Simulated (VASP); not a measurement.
Set up this calculation in VASP 6.6.1, as the native input.

```yaml
Task: single point
Functional: PBE
Potentials_or_basis: VASP PAW PBE potentials, release 64 (Si)
Cutoff: 500 eV
k_mesh: 6 × 6 × 6
Occupations: gaussian, width 0.01 eV
Spin: no spin polarisation
Dipole_correction: no
Further_INCAR_settings: ALGO = Normal; EDIFF = 1e-06; NBANDS = 11
```

The structure of Si lies in POSCAR:

```
Si
1.0
    0.0000000000      2.7351079786      2.7351079786
    2.7351079786      0.0000000000      2.7351079786
    2.7351079786      2.7351079786      0.0000000000
Si
2
Direct
    0.7500000000      0.7500000000      0.7500000000
    0.5000000000      0.5000000000      0.5000000000
```

One way to write it, as run:

INCAR

```
PREC = Accurate
ENCUT = 500
EDIFF = 1E-6
ISMEAR = 0
SIGMA = 0.01
LREAL = False
LASPH = True
NELM = 120
ALGO = Normal
ISIF = 2
LWAVE = False
LCHARG = False
GGA = PE
NBANDS = 11
GGA_COMPAT = False
```

KPOINTS

```
Automatic mesh
0
Gamma
  6 6 6
```

Potentials or basis: VASP PAW PBE potentials, release 64 (Si).

Command:

```bash
$ cat potpaw_PBE.64/Si/POTCAR > POTCAR
$ mpirun -np 1 vasp_std > vasp.out
```

It gave:

```
Pressure               : 0.0 GPa
Band gap on the k mesh : 0.75 eV, indirect (least direct gap 2.55 eV)
```

Run time: 7.9 s on 1 thread of Intel Xeon 8259CL, on a shared host, peak memory 0.14 GiB.
